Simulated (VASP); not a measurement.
# NiPt (P4/mmm) in VASP: further runs

NiPt is run at these levels: LDA; tasks: single point.

Everything below comes from runs of VASP 6.6.1. Logs are shortened: lines on timing, memory, paths and dates and some standing lists are left out, and cuts for length are marked.

**1. The cell of the first run**

The structure is tetragonal, space group P4/mmm (No. 123). The conventional cell has a = 2.710 Å, b = 2.710 Å, c = 3.578 Å, α = 90.00°, β = 90.00°, γ = 90.00°. Within 3.6 Å of Ni (site symmetry 4/mmm) lie 8 Pt at 2.62 Å and 6 Ni at 2.71 to 3.58 Å. Within 3.6 Å of Pt (site symmetry 4/mmm) lie 8 Ni at 2.62 Å and 6 Pt at 2.71 to 3.58 Å.

**2. Single point, LDA, collinear spin, ferromagnetic start**

Input file INCAR:

```
  PREC = Accurate
  ENCUT = 520
  EDIFF = 1E-6
  ISMEAR = -1
  SIGMA = 0.1
  LREAL = False
  LASPH = True
  NELM = 150
  ALGO = Normal
  ISIF = 2
  LWAVE = False
  LCHARG = False
  ISPIN = 2
  MAGMOM = 0.205 0.105
  LORBIT = 11
  NUPDOWN = 0.31
  LMAXMIX = 4
  GGA = CA
  NBANDS = 21
```

Input file KPOINTS:

```
Automatic mesh
0
Gamma
  11 11 8
```

Input file POSCAR:

```
NiPt
1.0
    2.7099397941      0.0000000000      0.0000000000
    0.0000000000      2.7099397941      0.0000000000
    0.0000000000      0.0000000000      3.5783200000
Ni Pt
1 1
Direct
    0.5000000000      0.5000000000      0.5000000000
    0.0000000000      0.0000000000      0.0000000000
```

Potentials or basis: VASP PAW LDA potentials, release 64 (Ni, Pt).

Launch:

```
$ cat potpaw_LDA.64/Ni/POTCAR potpaw_LDA.64/Pt/POTCAR > POTCAR
$ mpirun -np 1 vasp_std > vasp.out
```

OUTCAR:

```text
PREC = Accurate
   ENCUT = 520
   EDIFF = 1E-6
   ISMEAR = -1
   LREAL = False
   LASPH = True
   NELM = 150
   ISIF = 2
   ISPIN = 2
   LORBIT = 11
   NUPDOWN = 0.31
   GGA = CA

 ion  position               nearest neighbor table
   1  0.500  0.500  0.500-   2 2.62   2 2.62   2 2.62   2 2.62   2 2.62   2 2.62   2 2.62   2 2.62

   2  0.000  0.000  0.000-   1 2.62   1 2.62   1 2.62   1 2.62   1 2.62   1 2.62   1 2.62   1 2.62

  LATTYP: Found a simple tetragonal cell.
 ALAT       =     2.7099397941
 C/A-ratio  =     1.3204426193

  Lattice vectors:

 A1 = (   2.7099397941,   0.0000000000,   0.0000000000)
 A2 = (   0.0000000000,   2.7099397941,   0.0000000000)
 A3 = (   0.0000000000,   0.0000000000,   3.5783200000)

Analysis of symmetry for initial positions (statically):
=====================================================================
 Subroutine PRICEL returns:
 Original cell was already a primitive cell.

 Routine SETGRP: Setting up the symmetry group for a
 simple tetragonal supercell.

 Subroutine GETGRP returns: Found 16 space group operations
 (whereof 16 operations were pure point group operations)
 out of a pool of 16 trial point group operations.

The static configuration has the point symmetry D_4h.

Analysis of symmetry for dynamics (positions and initial velocities):
=====================================================================
 Subroutine PRICEL returns:
 Original cell was already a primitive cell.

 Routine SETGRP: Setting up the symmetry group for a
 simple tetragonal supercell.

 Subroutine GETGRP returns: Found 16 space group operations
 (whereof 16 operations were pure point group operations)
 out of a pool of 16 trial point group operations.

The dynamic configuration has the point symmetry D_4h.

Analysis of structural, dynamic, and magnetic symmetry:
=====================================================================
 Subroutine PRICEL returns:
 Original cell was already a primitive cell.

 Routine SETGRP: Setting up the symmetry group for a
 simple tetragonal supercell.

 Subroutine GETGRP returns: Found 16 space group operations
 (whereof 16 operations were pure point group operations)
 out of a pool of 16 trial point group operations.

The overall configuration has the point symmetry D_4h.

 Subroutine INISYM returns: Found 16 space group operations
 (whereof 16 operations are pure point group operations),
 and found     1 'primitive' translations

----------------------------------------------------------------------------------------

                                     Primitive cell

  volume of cell :      26.2784

  direct lattice vectors                    reciprocal lattice vectors
     2.709939794  0.000000000  0.000000000     0.369011888  0.000000000  0.000000000
     0.000000000  2.709939794  0.000000000     0.000000000  0.369011888  0.000000000
     0.000000000  0.000000000  3.578320000     0.000000000  0.000000000  0.279460753

  length of vectors
     2.709939794  2.709939794  3.578320000     0.369011888  0.369011888  0.279460753

  position of ions in fractional coordinates (direct lattice)
     0.500000000  0.500000000  0.500000000
     0.000000000  0.000000000  0.000000000

  ion indices of the primitive-cell ions
   primitive index   ion index
                 1           1
                 2           2

----------------------------------------------------------------------------------------

 KPOINTS: Automatic mesh

Automatic generation of k-mesh.
 Grid dimensions read from file:
 generate k-points for:   11   11    8

 Generating k-lattice:

  Cartesian coordinates                     Fractional coordinates (reciprocal lattice)
     0.033546535  0.000000000  0.000000000     0.090909091  0.000000000  0.000000000
     0.000000000  0.033546535  0.000000000     0.000000000  0.090909091  0.000000000
     0.000000000  0.000000000  0.034932594     0.000000000  0.000000000  0.125000000

  Length of vectors
     0.033546535  0.033546535  0.034932594

  Shift w.r.t. Gamma in fractional coordinates (k-lattice)
     0.000000000  0.000000000  0.000000000

 Subroutine IBZKPT returns following result:
 ===========================================

 Found    105 irreducible k-points:

 Following reciprocal coordinates:
            Coordinates               Weight
  0.000000  0.000000  0.000000      1.000000
  0.090909  0.000000  0.000000      4.000000
  0.181818  0.000000  0.000000      4.000000
  0.272727  0.000000  0.000000      4.000000
  0.363636  0.000000  0.000000      4.000000
  0.454545  0.000000  0.000000      4.000000
[... 16 lines left out ...]
  0.090909  0.000000  0.125000      8.000000
  0.181818  0.000000  0.125000      8.000000
 [... further k-points ...]
   k-points           NKPTS =    105   k-points in BZ     NKDIM =    105   number of bands    NBANDS=     21
   number of dos      NEDOS =    301   number of ions     NIONS =      2
   total plane-waves  NPLWV =  11200
   dimension x,y,z NGX =    20 NGY =   20 NGZ =   28
   dimension x,y,z NGXF=    40 NGYF=   40 NGZF=   56
   ions per type =               1   1
   NGX,Y,Z   is equivalent  to a cutoff of  12.27, 12.27, 13.01 a.u.
   NGXF,Y,Z  is equivalent  to a cutoff of  24.54, 24.54, 26.02 a.u.
 SYSTEM =  unknown system
   PREC   = accura    normal or accurate (medium, high low for compatibility)
   ISTART =      0    job   : 0-new  1-cont  2-samecut
   ICHARG =      2    charge: 1-file 2-atom 10-const
   ISPIN  =      2    spin polarized calculation?
   LNONCOLLINEAR =      F non collinear calculations
   LSORBIT =      F    spin-orbit coupling
   LASPH  =      T    aspherical Exc in radial PAW
   ENCUT  =  520.0 eV  38.22 Ry    6.18 a.u.   5.04  5.04  6.65*2*pi/ulx,y,z
   NELM   =    150;   NELMIN=  2; NELMDL= -5     # of ELM steps
   EDIFF  = 0.1E-05   stopping-criterion for ELM
   LREAL  =      F    real-space projection
   EDIFFG = 0.1E-04   stopping-criterion for IOM
   NSW    =      0    number of steps for IOM
   IBRION =     -1    ionic relax: 0-MD 1-quasi-New 2-CG
   NFREE  =      0    steps in history (QN), initial steepest desc. (CG)
   ISIF   =      2    stress and relaxation
   ISYM   =      2    0-nonsym 1-usesym 2-fastsym
   POTIM  = 0.5000    time-step for ionic-motion
   TEBEG  =    0.0;   TEEND  =   0.0 temperature during run
   PSTRESS=    0.0 pullay stress
   NELECT =      20.0000    total number of electrons
   NUPDOWN=       0.3100    fix difference up-down
   EMIN   =  10.00;   EMAX   =-10.00  energy-range for DOS
   EFERMI =   0.00;   METHOD = LEGACY
   ISMEAR =    -1;   SIGMA  =   0.10  broadening in eV -4-tet -1-fermi 0-gaus
   EFERMI_NEDOS =   21; number of points for ismear=-14 and -15
   IALGO  =     38    algorithm
   IMIX   =      4    mixing-type and parameters
     AMIX     =   0.40;   BMIX     =  1.00
     AMIX_MAG =   1.60;   BMIX_MAG =  1.00
  volume/ion in A,a.u.               =      13.14        88.67
  Fermi-wavevector in a.u.,A,eV,Ry     =   1.494693  2.824560 30.396875  2.234107
  Thomas-Fermi vector in A             =   2.606933
   LORBIT       =     11    0 simple, 1 ext, 2 COOP (PROOUT), +10 PAW based schemes
   GGA     = CA    functional components
   LHFCALC =     F    Hartree Fock is set to
   AEXX    =    0.0000 exact exchange contribution
   IVDW    =     0    specifies the selected vdW correction
   LEPSILON=     F    determine dielectric tensor
   LRPA    =     F    only Hartree local field effects (RPA)
 spin polarized calculation
  energy-cutoff  :      520.00
  volume of cell :       26.28
 maximum number of plane-waves:       724
   NGX = 11   NGY = 11   NGZ = 13

 number of electron      20.0000010 magnetization       0.3100000

 Free energy of the ion-electron system (eV)
  ---------------------------------------------------
  ext. energy  EPLUGINS =         0.00000000
  ---------------------------------------------------
  free energy    TOTEN  =       -14.25446825 eV

  energy without entropy =      -14.13160494  energy(sigma->0) =      -14.19303660

 E-fermi :  10.0253     XC(G=0): -13.5768

 val. band max:       10.0251621000   @ k =   0.2727   0.2727   0.1250
 cond. band min:      10.0309213429   @ k =   0.2727   0.0000   0.3750
 fundamental gap:      0.0057592429
 Fermi energy:        10.0254285038

 spin component 1

 k-point     1 :       0.0000    0.0000    0.0000
  band No.  band energies     occupation
      1       0.3981      1.00000
      2       4.0048      1.00000
      3       4.0868      1.00000
      4       7.1376      1.00000
      5       7.1376      1.00000
      6       8.0974      1.00000
[... 13 lines left out ...]
     20      32.2103      0.00000
     21      34.1038      0.00000

 k-point     2 :       0.0909    0.0000    0.0000
  band No.  band energies     occupation
      1       0.6148      1.00000
      2       4.1128      1.00000
      3       4.2434      1.00000
      4       7.0230      1.00000
      5       7.2006      1.00000
      6       8.1410      1.00000
[... 13 lines left out ...]
     20      32.6156      0.00000
     21      33.7000      0.00000

 k-point     3 :       0.1818    0.0000    0.0000
  band No.  band energies     occupation
      1       1.2264      1.00000
      2       4.3487      1.00000
      3       4.7541      1.00000
      4       6.6878      1.00000
      5       7.3846      1.00000
      6       8.2199      1.00000
[... 13 lines left out ...]
     20      33.7600      0.00000
     21      34.3480      0.00000
[... 457 lines left out ...]
 k-point    23 :       0.0909    0.0000    0.1250
  band No.  band energies     occupation
      1       0.8202      1.00000
      2       4.1666      1.00000
      3       4.3225      1.00000
      4       7.0666      1.00000
      5       7.2510      1.00000
      6       8.0788      1.00000
[... 13 lines left out ...]
     20      32.4023      0.00000
     21      34.1971      0.00000

 k-point    24 :       0.1818    0.0000    0.1250
  band No.  band energies     occupation
      1       1.4184      1.00000
      2       4.3930      1.00000
      3       4.8395      1.00000
      4       6.6848      1.00000
      5       7.3660      1.00000
      6       8.1912      1.00000
[... 13 lines left out ...]
     20      34.3935      0.00000
     21      34.5132      0.00000

 [... further k-points ...]

 spin component 2

 k-point     1 :       0.0000    0.0000    0.0000
  band No.  band energies     occupation
      1       0.4160      1.00000
      2       4.0566      1.00000
      3       4.1380      1.00000
      4       7.2634      1.00000
      5       7.2634      1.00000
      6       8.2647      1.00000
[... 13 lines left out ...]
     20      32.2239      0.00000
     21      34.1221      0.00000

 k-point     2 :       0.0909    0.0000    0.0000
  band No.  band energies     occupation
      1       0.6328      1.00000
      2       4.1645      1.00000
      3       4.2953      1.00000
      4       7.1392      1.00000
      5       7.3268      1.00000
      6       8.3081      1.00000
[... 13 lines left out ...]
     20      32.6297      0.00000
     21      33.7227      0.00000

 k-point     3 :       0.1818    0.0000    0.0000
  band No.  band energies     occupation
      1       1.2447      1.00000
      2       4.3999      1.00000
      3       4.8080      1.00000
      4       6.7792      1.00000
      5       7.5121      1.00000
      6       8.3850      1.00000
[... 13 lines left out ...]
     20      33.7754      0.00000
     21      34.3840      0.00000
[... 457 lines left out ...]
 k-point    23 :       0.0909    0.0000    0.1250
  band No.  band energies     occupation
      1       0.8383      1.00000
      2       4.2176      1.00000
      3       4.3732      1.00000
      4       7.1795      1.00000
      5       7.3756      1.00000
      6       8.2460      1.00000
[... 13 lines left out ...]
     20      32.4208      0.00000
     21      34.2139      0.00000

 k-point    24 :       0.1818    0.0000    0.1250
  band No.  band energies     occupation
      1       1.4371      1.00000
      2       4.4435      1.00000
      3       4.8925      1.00000
      4       6.7701      1.00000
      5       7.4914      1.00000
      6       8.3578      1.00000
[... 13 lines left out ...]
     20      34.4203      0.00000
     21      34.5460      0.00000

 [... further k-points ...]

------------------------ aborting loop because EDIFF is reached ----------------------------------------

  FORCE on cell =-STRESS in cart. coord.  units (eV):
  Direction    XX          YY          ZZ          XY          YZ          ZX
  --------------------------------------------------------------------------------------
  -------------------------------------------------------------------------------------
  Total       -2.0935740     -2.0935740     -1.9468344      0.0000000      0.0000000      0.0000000
  in kB     -127.6440092   -127.6440092   -118.6973777      0.0000000      0.0000000      0.0000000
  external PRESSURE =    -124.6617987 kB  Pullay stress =       0.0000000 kB

 VOLUME and BASIS-vectors are now :
 -----------------------------------------------------------------------------
  energy-cutoff  :      520.00
  volume of cell :       26.28
      direct lattice vectors                 reciprocal lattice vectors
     2.709939794  0.000000000  0.000000000     0.369011888  0.000000000  0.000000000
     0.000000000  2.709939794  0.000000000     0.000000000  0.369011888  0.000000000
     0.000000000  0.000000000  3.578320000     0.000000000  0.000000000  0.279460753

 POSITION                                       TOTAL-FORCE (eV/Angst)
 -----------------------------------------------------------------------------------
      1.35497      1.35497      1.78916         0.000000      0.000000      0.000000
      0.00000      0.00000      0.00000         0.000000      0.000000      0.000000
 -----------------------------------------------------------------------------------
    total drift:                               -0.000000      0.000000      0.000000

  FREE ENERGIE OF THE ION-ELECTRON SYSTEM (eV)
  ---------------------------------------------------
  free  energy   TOTEN  =       -14.2544682494 eV

  energy  without entropy=      -14.1316049445  energy(sigma->0) =      -14.19303660

 total charge

# of ion       s       p       d       tot
------------------------------------------
    1        0.439   0.462   8.342   9.243
    2        0.701   0.634   8.035   9.369
--------------------------------------------------
tot          1.140   1.096  16.377  18.612

 magnetization (x)

# of ion       s       p       d       tot
------------------------------------------
    1       -0.001  -0.002   0.222   0.219
    2       -0.001  -0.005   0.097   0.091
--------------------------------------------------
tot         -0.002  -0.007   0.319   0.310
```

Run time: 61 s. Hardware: 1 thread of AMD EPYC 9R45 (Zen 5), shared host; peak memory 0.17 GiB.

Results:

| Property | Result |
| --- | --- |
| Free energy | -14.2545 eV |
| Pressure | -12.5 GPa |
| Net moment | 0.31 μB per cell |
| Site moments | Ni +0.22; Pt +0.09 μB |
| Valence electrons inside the program's atomic spheres | Ni 9.24; Pt 9.37 |

Stress tensor (GPa, compression positive):
```
-12.76   0.00   0.00
  0.00 -12.76   0.00
  0.00   0.00 -11.87
```

Caveat: the cell stands under tension; spin-orbit coupling is left out, which moves the levels of the heavy elements; the total moment is fixed, so each spin has its own Fermi level.

**3. Single point, LDA, collinear spin, ferromagnetic start**

Input file INCAR:

```
SYSTEM = NiPt
ALGO = Normal
EDIFF = 1E-6
ENCUT = 520
ISIF = 2
ISMEAR = -1
ISPIN = 2
LASPH = .True.
LCHARG = .False.
LMAXMIX = 4
LORBIT = 11
LREAL = .False.
LWAVE = .False.
MAGMOM = 0.285 0.145
NBANDS = 21
NELM = 150
NUPDOWN = 0.43
PREC = Accurate
SIGMA = 0.1
```

Input file KPOINTS:

```
k-points
0
Gamma
  11 11 8
  0 0 0
```

POSCAR is that of step 2.

Potentials or basis: VASP PAW LDA potentials, release 64 (Ni, Pt).

Launch:

```
$ cat potpaw_LDA.64/Ni/POTCAR potpaw_LDA.64/Pt/POTCAR > POTCAR
$ mpirun -np 1 vasp_std > vasp.out
```

OUTCAR:

```text
SYSTEM = NiPt
   EDIFF = 1E-6
   ENCUT = 520
   ISIF = 2
   ISMEAR = -1
   ISPIN = 2
   LASPH = .True.
   LORBIT = 11
   LREAL = .False.
   NELM = 150
   NUPDOWN = 0.43
   PREC = Accurate

 ion  position               nearest neighbor table
   1  0.500  0.500  0.500-   2 2.62   2 2.62   2 2.62   2 2.62   2 2.62   2 2.62   2 2.62   2 2.62

   2  0.000  0.000  0.000-   1 2.62   1 2.62   1 2.62   1 2.62   1 2.62   1 2.62   1 2.62   1 2.62

  LATTYP: Found a simple tetragonal cell.
 ALAT       =     2.7099397941
 C/A-ratio  =     1.3204426193

  Lattice vectors:

 A1 = (   2.7099397941,   0.0000000000,   0.0000000000)
 A2 = (   0.0000000000,   2.7099397941,   0.0000000000)
[... 1365 lines left out ...]

 VOLUME and BASIS-vectors are now :
 -----------------------------------------------------------------------------
  energy-cutoff  :      520.00
  volume of cell :       26.28
      direct lattice vectors                 reciprocal lattice vectors
     2.709939794  0.000000000  0.000000000     0.369011888  0.000000000  0.000000000
     0.000000000  2.709939794  0.000000000     0.000000000  0.369011888  0.000000000
     0.000000000  0.000000000  3.578320000     0.000000000  0.000000000  0.279460753

 POSITION                                       TOTAL-FORCE (eV/Angst)
 -----------------------------------------------------------------------------------
      1.35497      1.35497      1.78916         0.000000      0.000000      0.000000
      0.00000      0.00000      0.00000         0.000000      0.000000      0.000000
 -----------------------------------------------------------------------------------
    total drift:                               -0.000000      0.000000      0.000000

  FREE ENERGIE OF THE ION-ELECTRON SYSTEM (eV)
  ---------------------------------------------------
  free  energy   TOTEN  =       -14.2543638997 eV

  energy  without entropy=      -14.1334629686  energy(sigma->0) =      -14.19391343

 total charge

# of ion       s       p       d       tot
------------------------------------------
    1        0.439   0.463   8.341   9.242
    2        0.701   0.633   8.036   9.370
--------------------------------------------------
tot          1.140   1.096  16.377  18.613

 magnetization (x)

# of ion       s       p       d       tot
------------------------------------------
    1       -0.001  -0.002   0.306   0.303
    2       -0.002  -0.007   0.136   0.127
--------------------------------------------------
tot         -0.003  -0.009   0.442   0.430
```

stdout:

```text
POSCAR found type information on POSCAR NiPt
 POSCAR found :  2 types and       2 ions
 scaLAPACK will be used
 LDA part: xc-table for (Slater(with rela. corr.)+CA(PZ))
 , standard interpolation
 POSCAR, INCAR and KPOINTS ok, starting setup
 FFT: planning ... GRIDC
 FFT: planning ... GRID_SOFT
 FFT: planning ... GRID
 WAVECAR not read
 entering main loop
```

Wall time 66 s (1 thread of AMD EPYC 9R45 (Zen 5), shared host); peak memory 0.17 GiB.

Results:

| Item | Value |
| --- | --- |
| Free energy | -14.2544 eV |
| Pressure | -12.3 GPa |
| Net moment | 0.43 μB per cell |
| Site moments | Ni +0.30; Pt +0.13 μB |
| Valence electrons inside the program's atomic spheres | Ni 9.24; Pt 9.37 |

Caveat: the cell stands under tension; spin-orbit coupling is left out, which moves the levels of the heavy elements; the total moment is fixed, so each spin has its own Fermi level.
